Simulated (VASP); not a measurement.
# Ta (I4/mmm) in VASP: notebook, part 2 of 2

VASP 6.6.1. The steps go on from the part before.

## Step 3: Single point, PBEsol (17.65 Å³/atom)

This run uses another cell than the first one, of 17.65 Å³/atom.

The input, INCAR:

```
PREC = Accurate
ENCUT = 520
EDIFF = 1E-7
ISMEAR = 0
SIGMA = 0.15
LREAL = F
LASPH = T
NELM = 60
ALGO = Fast
ISIF = 2
LWAVE = F
LCHARG = F
GGA = PS
NBANDS = 12
```

The input, KPOINTS:

```
regular mesh
0
Gamma
  22 22 22
```

The input, POSCAR:

```
Ta
1.0
   -1.4481576787      1.4481576787      2.1041731072
    1.4481576787     -1.4481576787      2.1041731072
    1.4481576787      1.4481576787     -2.1041731072
Ta
1
Direct
    0.0000000000      0.0000000000      0.0000000000
```

Potentials or basis: VASP PAW PBE potentials, release 64 (Ta_pv).

Run with:

```bash
cat potpaw_PBE.64/Ta_pv/POTCAR > POTCAR
mpirun -np 1 vasp_std > vasp.out
```

OUTCAR:

```text
PREC = Accurate
   ENCUT = 520
   EDIFF = 1E-7
   ISMEAR = 0
   LREAL = F
   LASPH = T
   NELM = 60
   ISIF = 2
   GGA = PS

 ion  position               nearest neighbor table
   1  0.000  0.000  0.000-

  LATTYP: Found a body centered tetragonal cell.
 ALAT       =     2.8963153574
 C/A-ratio  =     1.4530000000

  Lattice vectors:

 A1 = (  -1.4481576787,   1.4481576787,   2.1041731072)
 A2 = (   1.4481576787,  -1.4481576787,   2.1041731072)
 A3 = (   1.4481576787,   1.4481576787,  -2.1041731072)

Analysis of symmetry for initial positions (statically):
=====================================================================
 Subroutine PRICEL returns:
 Original cell was already a primitive cell.

 Routine SETGRP: Setting up the symmetry group for a
 body centered tetragonal supercell.

 Subroutine GETGRP returns: Found 16 space group operations
 (whereof 16 operations were pure point group operations)
 out of a pool of 16 trial point group operations.

The static configuration has the point symmetry D_4h.

Analysis of symmetry for dynamics (positions and initial velocities):
=====================================================================
 Subroutine PRICEL returns:
 Original cell was already a primitive cell.

 Routine SETGRP: Setting up the symmetry group for a
 body centered tetragonal supercell.

 Subroutine GETGRP returns: Found 16 space group operations
 (whereof 16 operations were pure point group operations)
 out of a pool of 16 trial point group operations.

The dynamic configuration has the point symmetry D_4h.

 Subroutine INISYM returns: Found 16 space group operations
 (whereof 16 operations are pure point group operations),
 and found     1 'primitive' translations

----------------------------------------------------------------------------------------

                                     Primitive cell

  volume of cell :      17.6512

  direct lattice vectors                    reciprocal lattice vectors
    -1.448157679  1.448157679  2.104173107     0.000000000  0.345266270  0.237623035
     1.448157679 -1.448157679  2.104173107     0.345266270  0.000000000  0.237623035
     1.448157679  1.448157679 -2.104173107     0.345266270  0.345266270  0.000000000

  length of vectors
     2.936301379  2.936301379  2.936301379     0.419134231  0.419134231  0.488280242

  position of ions in fractional coordinates (direct lattice)
     0.000000000  0.000000000  0.000000000

  ion indices of the primitive-cell ions
   primitive index   ion index
                 1           1

----------------------------------------------------------------------------------------

 KPOINTS: regular mesh

Automatic generation of k-mesh.
 Grid dimensions read from file:
 generate k-points for:   22   22   22

 Generating k-lattice:

  Cartesian coordinates                     Fractional coordinates (reciprocal lattice)
     0.000000000  0.015693921  0.010801047     0.045454545  0.000000000  0.000000000
     0.015693921  0.000000000  0.010801047     0.000000000  0.045454545  0.000000000
     0.015693921  0.015693921  0.000000000     0.000000000  0.000000000  0.045454545

  Length of vectors
     0.019051556  0.019051556  0.022194556

  Shift w.r.t. Gamma in fractional coordinates (k-lattice)
     0.000000000  0.000000000  0.000000000

 Subroutine IBZKPT returns following result:
 ===========================================

 Found    834 irreducible k-points:

 Following reciprocal coordinates:
            Coordinates               Weight
  0.000000  0.000000  0.000000      1.000000
  0.045455  0.000000  0.000000      8.000000
  0.090909  0.000000  0.000000      8.000000
  0.136364  0.000000  0.000000      8.000000
  0.181818 -0.000000  0.000000      8.000000
  0.227273  0.000000 -0.000000      8.000000
[... 16 lines left out ...]
  0.500000  0.045455 -0.000000     16.000000
 -0.454545  0.045455  0.000000     16.000000
 [... further k-points ...]
   k-points           NKPTS =    834   k-points in BZ     NKDIM =    834   number of bands    NBANDS=     12
   number of dos      NEDOS =    301   number of ions     NIONS =      1
   total plane-waves  NPLWV =  13824
   dimension x,y,z NGX =    24 NGY =   24 NGZ =   24
   dimension x,y,z NGXF=    48 NGYF=   48 NGZF=   48
   ions per type =               1
   NGX,Y,Z   is equivalent  to a cutoff of  13.59, 13.59, 13.59 a.u.
   NGXF,Y,Z  is equivalent  to a cutoff of  27.18, 27.18, 27.18 a.u.
 SYSTEM =  unknown system
   PREC   = accura    normal or accurate (medium, high low for compatibility)
   ISTART =      0    job   : 0-new  1-cont  2-samecut
   ICHARG =      2    charge: 1-file 2-atom 10-const
   ISPIN  =      1    spin polarized calculation?
   LNONCOLLINEAR =      F non collinear calculations
   LSORBIT =      F    spin-orbit coupling
   LASPH  =      T    aspherical Exc in radial PAW
   ENCUT  =  520.0 eV  38.22 Ry    6.18 a.u.   5.46  5.46  5.46*2*pi/ulx,y,z
   NELM   =     60;   NELMIN=  2; NELMDL= -5     # of ELM steps
   EDIFF  = 0.1E-06   stopping-criterion for ELM
   LREAL  =      F    real-space projection
   EDIFFG = 0.1E-05   stopping-criterion for IOM
   NSW    =      0    number of steps for IOM
   IBRION =     -1    ionic relax: 0-MD 1-quasi-New 2-CG
   NFREE  =      0    steps in history (QN), initial steepest desc. (CG)
   ISIF   =      2    stress and relaxation
   ISYM   =      2    0-nonsym 1-usesym 2-fastsym
   POTIM  = 0.5000    time-step for ionic-motion
   TEBEG  =    0.0;   TEEND  =   0.0 temperature during run
   PSTRESS=    0.0 pullay stress
   NELECT =      11.0000    total number of electrons
   NUPDOWN=      -1.0000    fix difference up-down
   EMIN   =  10.00;   EMAX   =-10.00  energy-range for DOS
   EFERMI =   0.00;   METHOD = LEGACY
   ISMEAR =     0;   SIGMA  =   0.15  broadening in eV -4-tet -1-fermi 0-gaus
   EFERMI_NEDOS =   21; number of points for ismear=-14 and -15
   IALGO  =     68    algorithm
   IMIX   =      4    mixing-type and parameters
     AMIX     =   0.40;   BMIX     =  1.00
     AMIX_MAG =   1.60;   BMIX_MAG =  1.00
  volume/ion in A,a.u.               =      17.65       119.12
  Fermi-wavevector in a.u.,A,eV,Ry     =   1.398346  2.642491 26.604448  1.955372
  Thomas-Fermi vector in A             =   2.521513
   LORBIT       =      0    0 simple, 1 ext, 2 COOP (PROOUT), +10 PAW based schemes
   GGA     = PS    functional components
   LHFCALC =     F    Hartree Fock is set to
   AEXX    =    0.0000 exact exchange contribution
   IVDW    =     0    specifies the selected vdW correction
   LEPSILON=     F    determine dielectric tensor
   LRPA    =     F    only Hartree local field effects (RPA)
 non-spin polarized calculation
 RMM-DIIS sequential band-by-band and
 Gauss-broadening in eV      SIGMA  =   0.15
  energy-cutoff  :      520.00
  volume of cell :       17.65
 maximum number of plane-waves:       501
 NGX is ok and might be reduce to    24
   NGX = 11   NGY = 11   NGZ = 11

 number of electron      10.9999999 magnetization

 Free energy of the ion-electron system (eV)
  ---------------------------------------------------
  ext. energy  EPLUGINS =         0.00000000
  ---------------------------------------------------
  free energy    TOTEN  =       -12.28555520 eV

  energy without entropy =      -12.27212134  energy(sigma->0) =      -12.27883827

 E-fermi :   5.8767     XC(G=0): -12.8342

 val. band max:        5.8731347038   @ k =  -0.3182  -0.4545   0.2727
 cond. band min:       5.8809068153   @ k =  -0.4545   0.0455   0.0000
 fundamental gap:      0.0077721116
 Fermi energy:         5.8766742271

 k-point     1 :       0.0000    0.0000    0.0000
  band No.  band energies     occupation
      1     -27.4712      2.00000
      2     -27.4683      2.00000
      3     -27.4683      2.00000
      4      -2.5232      2.00000
      5       6.0421      0.11893
      6       6.4191      0.00000
      7       6.4191      0.00000
      8       9.2567      0.00000
      9       9.8074      0.00000
     10      18.5820      0.00000
     11      20.1839      0.00000
     12      23.1172      0.00000
[... 331 lines left out ...]
 k-point    24 :      -0.4545    0.0455    0.0000
  band No.  band energies     occupation
      1     -28.6787      2.00000
      2     -27.6624      2.00000
      3     -27.6186      2.00000
      4       1.0401      2.00000
      5       5.8809      0.96817
      6       6.1257      0.01887
      7       6.5300      0.00000
      8      11.7174      0.00000
      9      12.0840      0.00000
     10      16.8621      0.00000
     11      18.8596      0.00000
     12      20.2021      0.00000

 [... further k-points ...]

------------------------ aborting loop because EDIFF is reached ----------------------------------------

  FORCE on cell =-STRESS in cart. coord.  units (eV):
  Direction    XX          YY          ZZ          XY          YZ          ZX
  --------------------------------------------------------------------------------------
  -------------------------------------------------------------------------------------
  Total        0.5594636      0.5594636      1.0751437      0.0000000      0.0000000     -0.0000000
  in kB       50.7819388     50.7819388     97.5896884      0.0000000      0.0000000     -0.0000000
  external PRESSURE =      66.3845220 kB  Pullay stress =       0.0000000 kB

 VOLUME and BASIS-vectors are now :
 -----------------------------------------------------------------------------
  energy-cutoff  :      520.00
  volume of cell :       17.65
      direct lattice vectors                 reciprocal lattice vectors
    -1.448157679  1.448157679  2.104173107     0.000000000  0.345266270  0.237623035
     1.448157679 -1.448157679  2.104173107     0.345266270  0.000000000  0.237623035
     1.448157679  1.448157679 -2.104173107     0.345266270  0.345266270  0.000000000

 POSITION                                       TOTAL-FORCE (eV/Angst)
 -----------------------------------------------------------------------------------
      0.00000      0.00000      0.00000        -0.000000      0.000000     -0.000000
 -----------------------------------------------------------------------------------
    total drift:                                0.000000      0.000000      0.000000

  FREE ENERGIE OF THE ION-ELECTRON SYSTEM (eV)
  ---------------------------------------------------
  free  energy   TOTEN  =       -12.2855551985 eV

  energy  without entropy=      -12.2721213357  energy(sigma->0) =      -12.27883827
```

OSZICAR:

```text
N       E                     dE             d eps       ncg     rms          rms(c)
DAV:   1     0.604891395105E+02    0.60489E+02   -0.61127E+03 20056   0.880E+02
DAV:   2    -0.118112672874E+02   -0.72300E+02   -0.70487E+02 22196   0.246E+02
DAV:   3    -0.127947966391E+02   -0.98353E+00   -0.97532E+00 23932   0.271E+01
DAV:   4    -0.127973328819E+02   -0.25362E-02   -0.25359E-02 22172   0.154E+00
DAV:   5    -0.127973410306E+02   -0.81488E-05   -0.81481E-05 24012   0.827E-02    0.140E+01
RMM:   6    -0.124113291919E+02    0.38601E+00   -0.25667E-01 21560   0.416E+00    0.685E+00
RMM:   7    -0.122864555364E+02    0.12487E+00   -0.28328E-01 22664   0.422E+00    0.323E-01
RMM:   8    -0.122854886591E+02    0.96688E-03   -0.11352E-02 24760   0.990E-01    0.286E-01
RMM:   9    -0.122855885840E+02   -0.99925E-04   -0.14628E-03 25278   0.333E-01    0.643E-02
RMM:  10    -0.122855549572E+02    0.33627E-04   -0.18992E-04 25629   0.128E-01    0.996E-03
RMM:  11    -0.122855547169E+02    0.24028E-06   -0.33156E-05 26236   0.476E-02    0.498E-03
RMM:  12    -0.122855550485E+02   -0.33161E-06   -0.34680E-06 26260   0.137E-02    0.446E-03
RMM:  13    -0.122855552037E+02   -0.15512E-06   -0.83046E-07 22632   0.624E-03    0.650E-04
RMM:  14    -0.122855551985E+02    0.51805E-08   -0.80387E-08 17863   0.174E-03
   1 F= -.12285555E+02 E0= -.12278838E+02  d E =-.134339E-01
```

Run time: 2.1 min. Hardware: 1 thread of AMD EPYC 9R45 (Zen 5), shared host; peak memory 0.26 GiB.

Results:

| Item | Value |
| --- | --- |
| Free energy | -12.2856 eV |
| Pressure | 6.6 GPa |
| Band gap on the k mesh | zero (an odd number of electrons rules out a gap without spin polarisation) |

Stress tensor (GPa, compression positive):
```
5.08 0.00 0.00
0.00 5.08 0.00
0.00 0.00 9.76
```

Caveat: the cell stands under pressure; the PAW data sets were made with another functional, which shifts forces and pressure a little; spin-orbit coupling is left out, which moves the levels of the heavy elements.

## Step 4: Single point, PBEsol (18.36 Å³/atom)

This run uses another cell than the first one, of 18.36 Å³/atom.

The input, INCAR:

```
  PREC = Accurate
  ENCUT = 520
  EDIFF = 1E-7
  ISMEAR = 0
  SIGMA = 0.15
  LREAL = F
  LASPH = T
  NELM = 80
  ALGO = Fast
  ISIF = 2
  LWAVE = F
  LCHARG = F
  GGA = PS
  NBANDS = 12
```

The input, KPOINTS:

```
Automatic mesh
0
Gamma
  22 22 22
```

The input, POSCAR:

```
Ta
1.0
   -1.4672091749      1.4672091749      2.1318549311
    1.4672091749     -1.4672091749      2.1318549311
    1.4672091749      1.4672091749     -2.1318549311
Ta
1
Direct
    0.0000000000      0.0000000000      0.0000000000
```

Run with:

```bash
cat potpaw_PBE.64/Ta_pv/POTCAR > POTCAR
mpirun -np 1 vasp_std > vasp.out
```

Run time: 2.1 min. Hardware: 1 thread of AMD EPYC 9R45 (Zen 5), shared host; peak memory 0.26 GiB.

Results (log left out):

| Property | Result |
| --- | --- |
| Free energy | -12.2962 eV |
| Pressure | -1.7 GPa |
| Band gap on the k mesh | zero (an odd number of electrons rules out a gap without spin polarisation) |

Stress tensor (GPa, compression positive):
```
-2.95  0.00  0.00
 0.00 -2.95  0.00
 0.00  0.00  0.89
```

Levels at points of the mesh, in eV from the Fermi level:
```csv
k point,band 2,band 3,band 4,band 5,band 6,band 7,band 8,band 9
"(0.00, 0.00, 0.00)",-33.49,-33.49,-8.23,0.20,0.56,0.56,3.25,3.77
"(0.50, 0.00, 0.00)",-33.66,-33.61,-4.71,0.00,0.39,0.79,5.83,6.05
"(0.50, 0.50, 0.00)",-33.94,-33.87,-4.51,-3.47,3.21,5.89,6.46,6.87
"(0.50, 0.50, 0.50)",-33.85,-33.85,-4.55,-3.41,2.72,5.95,6.66,6.66
```

Caveat: the PAW data sets were made with another functional, which shifts forces and pressure a little; spin-orbit coupling is left out, which moves the levels of the heavy elements.

## Step 5: Single point, PBEsol (19.77 Å³/atom)

This run uses another cell than the first one, of 19.77 Å³/atom.

The input, INCAR:

```
SYSTEM = Ta
PREC     = Accurate       ! precision mode
ENCUT    = 520            ! plane-wave cutoff, eV
EDIFF    = 1E-6           ! SCF threshold, eV
ISMEAR   = 0              ! smearing method
SIGMA    = 0.15           ! smearing width, eV
LREAL    = .False.        ! projectors in reciprocal space
LASPH    = .True.         ! aspherical terms in the spheres
NELM     = 80             ! most SCF steps
ALGO     = Fast           ! electronic algorithm
ISIF     = 2              ! what is computed and relaxed
LWAVE    = .False.        ! write WAVECAR
LCHARG   = .True.         ! write CHGCAR
GGA      = PS             ! functional
LELF     = .True.         ! ELF
LVHAR    = .True.       
NBANDS   = 12             ! bands
```

The input, KPOINTS:

```
regular mesh
0
Gamma
  22 22 22
  0 0 0
```

The input, POSCAR:

```
Ta
1.0
   -1.5039025600      1.5039025600      2.1851704196
    1.5039025600     -1.5039025600      2.1851704196
    1.5039025600      1.5039025600     -2.1851704196
Ta
1
Direct
    0.0000000000      0.0000000000      0.0000000000
```

Run with:

```bash
cat potpaw_PBE.64/Ta_pv/POTCAR > POTCAR
mpirun -np 1 vasp_std > vasp.out
```

Run time: 56 s. Hardware: 1 thread of Intel Xeon 6975P-C (Granite Rapids), shared host; peak memory 0.29 GiB.

It converged, with:

* Free energy: -12.2226 eV
* Pressure: -14.3 GPa
* Band gap on the k mesh: zero (an odd number of electrons rules out a gap without spin polarisation)

Stress tensor (GPa, compression positive):
```
-15.19   0.00   0.00
  0.00 -15.19   0.00
  0.00   0.00 -12.64
```

Levels at points of the mesh, in eV from the Fermi level:
| k point | band 3 | band 4 | band 5 | band 6 | band 7 | band 8 |
| --- | --- | --- | --- | --- | --- | --- |
| (0.00, 0.00, 0.00) | -33.76 | -7.91 | 0.24 | 0.57 | 0.57 | 2.99 |
| (0.50, 0.00, 0.00) | -33.86 | -4.41 | 0.07 | 0.43 | 0.56 | 5.32 |
| (0.50, 0.50, 0.00) | -34.06 | -4.09 | -3.10 | 2.80 | 5.36 | 5.88 |
| (0.50, 0.50, 0.50) | -34.05 | -4.15 | -3.05 | 2.34 | 5.42 | 6.05 |

Caveat: the cell stands under tension; the PAW data sets were made with another functional, which shifts forces and pressure a little; spin-orbit coupling is left out, which moves the levels of the heavy elements.

## Step 6: Overview

| cell | further INCAR settings | gap on the mesh (eV) | pressure (GPa) |
| --- | --- | --- | --- |
| a = 3.013 Å, angles 120.9, 120.9, 88.4°, 1 atom | ALGO = Fast; EDIFF = 1e-06; NBANDS = 12 | none | -8.6 |
| a = 2.936 Å, angles 120.9, 120.9, 88.4°, 1 atom | ALGO = Fast; EDIFF = 1e-07; NBANDS = 12 | none | 6.6 |
| a = 2.975 Å, angles 120.9, 120.9, 88.4°, 1 atom | ALGO = Fast; EDIFF = 1e-07; NBANDS = 12 | none | -1.7 |
| a = 3.049 Å, angles 120.9, 120.9, 88.4°, 1 atom | ALGO = Fast; EDIFF = 1e-06; NBANDS = 12 | none | -14.3 |

Alike in all rows: task single point; level PBEsol; potentials or basis VASP PAW PBE potentials, release 64 (Ta_pv); no spin polarisation; k mesh 22 × 22 × 22; cutoff (eV) 520; smearing gaussian 0.15 eV.

Caveats: the PAW data sets were made with another functional, which shifts forces and pressure a little; spin-orbit coupling is left out, which moves the levels of the heavy elements; the cell stands under tension (at least some runs); the cell stands under pressure (at least some runs).

Absolute energies hang on the potentials; compare differences alone.
